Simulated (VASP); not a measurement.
Here is a VASP 6.6.1 calculation.

File INCAR:

```
SYSTEM = SiO2
PREC = Accurate
ENCUT = 520
EDIFF = 1E-6
ISMEAR = 0
SIGMA = 0.02
LREAL = Auto
LASPH = .TRUE.
NELM = 60
ALGO = Normal
ISIF = 2
LWAVE = .FALSE.
LCHARG = .TRUE.
GGA = CA
LELF = .TRUE.
LVHAR = .TRUE.
NBANDS = 82
```

Contents of KPOINTS:

```
regular mesh
0
G
  4 4 4
  0 0 0
```

Contents of POSCAR:

```
SiO2
1.0
   -4.1931792180      4.1931792180      4.1931792180
    4.1931792180     -4.1931792180      4.1931792180
    4.1931792180      4.1931792180     -4.1931792180
Si O
8 16
Direct
    0.5000000000      0.0000000000      0.7813350965
    0.2813350965      0.2813350965      0.2813350965
    0.5000000000      0.0000000000      0.2186649035
    0.7186649035      0.7186649035      0.7186649035
    0.7813350965      0.5000000000      0.0000000000
    0.0000000000      0.2186649035      0.5000000000
    0.2186649035      0.5000000000      0.0000000000
    0.0000000000      0.7813350965      0.5000000000
    0.6831160095      0.9331160095      0.7500000000
    0.7500000000      0.6831160095      0.9331160095
    0.8168839905      0.5668839905      0.2500000000
    0.7500000000      0.1831160095      0.4331160095
    0.0668839905      0.2500000000      0.3168839905
    0.5000000000      0.0000000000      0.0000000000
    0.2500000000      0.8168839905      0.5668839905
    0.4331160095      0.7500000000      0.1831160095
    0.3168839905      0.0668839905      0.2500000000
    0.1831160095      0.4331160095      0.7500000000
    0.9331160095      0.7500000000      0.6831160095
    0.5000000000      0.5000000000      0.5000000000
    0.2500000000      0.3168839905      0.0668839905
    0.0000000000      0.5000000000      0.0000000000
    0.0000000000      0.0000000000      0.5000000000
    0.5668839905      0.2500000000      0.8168839905
```

Potentials or basis: VASP PAW LDA potentials, release 64 (Si, O).

The run is started by

```console
$ cat potpaw_LDA.64/Si/POTCAR potpaw_LDA.64/O/POTCAR > POTCAR
$ mpirun -np 1 vasp_std > vasp.out
```

**Question.** Estimate the largest force.

**Answer.** 0.045 eV/Å.

**Question.** Predict the pressure.

**Answer.** 0.7 GPa.

Forces on the atoms (eV/Å):
```
Si  -0.017 -0.017  0.017
Si  -0.017 -0.017 -0.017
Si   0.017  0.017 -0.017
Si   0.017  0.017  0.017
Si   0.017 -0.017 -0.017
Si   0.017 -0.017  0.017
Si  -0.017  0.017  0.017
Si  -0.017  0.017 -0.017
O    0.000  0.000  0.045
O    0.045  0.000  0.000
O    0.000  0.000 -0.045
O    0.045  0.000  0.000
O    0.000 -0.045  0.000
O    0.000  0.000  0.000
O   -0.045  0.000  0.000
O    0.000  0.045  0.000
O    0.000  0.000 -0.045
O    0.000  0.000  0.045
O    0.000  0.045  0.000
O    0.000  0.000  0.000
O   -0.045  0.000  0.000
O    0.000  0.000  0.000
O    0.000  0.000  0.000
O    0.000 -0.045  0.000
```
